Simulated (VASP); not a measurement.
HfO2, 3 atoms in the cell. It takes space group R-3m (No. 166, trigonal). The conventional cell has a = 3.756 Å, b = 3.756 Å, c = 8.288 Å, α = 90.00°, β = 90.00°, γ = 120.00°. Hf (site symmetry -3m) has 8 O at 2.12 to 2.26 Å within 2.8 Å. Within 2.8 Å of O (site symmetry 3m) lie 4 Hf at 2.12 to 2.26 Å and 6 O at 2.52 to 2.62 Å.  This cell differs from its parent crystal: epitaxial 111 strain +5.0%.

| Item | Value |
| --- | --- |
| Program | VASP 6.6.1 |
| Task | single point |
| Functional | r2SCAN |
| Potentials or basis | VASP PAW PBE potentials, release 64 (Hf_pv, O) |
| Cutoff | 520 eV |
| k mesh | 8 × 8 × 8 |
| Occupations | gaussian, width 0.01 eV |
| Spin | no spin polarisation |
| Dipole correction | no |
| Further INCAR settings | ALGO = Normal; EDIFF = 1e-07; NBANDS = 18 |

Potentials or basis: VASP PAW PBE potentials, release 64 (Hf_pv, O).

Run with:

```sh
$ cat potpaw_PBE.64/Hf_pv/POTCAR potpaw_PBE.64/O/POTCAR > POTCAR
$ cp INCAR.step1 INCAR
$ mpirun -np 1 vasp_std > vasp.out
$ cp INCAR.step2 INCAR
$ mpirun -np 1 vasp_std > vasp.out
```

Hardware: 1 thread of Intel(R) Xeon(R) Platinum 8375C CPU @ 2.90GHz (Ice Lake), on a shared host.

Estimate the wall time of this run.

It took 2.8 min on 1 thread of Intel(R) Xeon(R) Platinum 8375C CPU @ 2.90GHz (Ice Lake) (shared host), peak memory 0.18 GiB. Counts: k points 65.
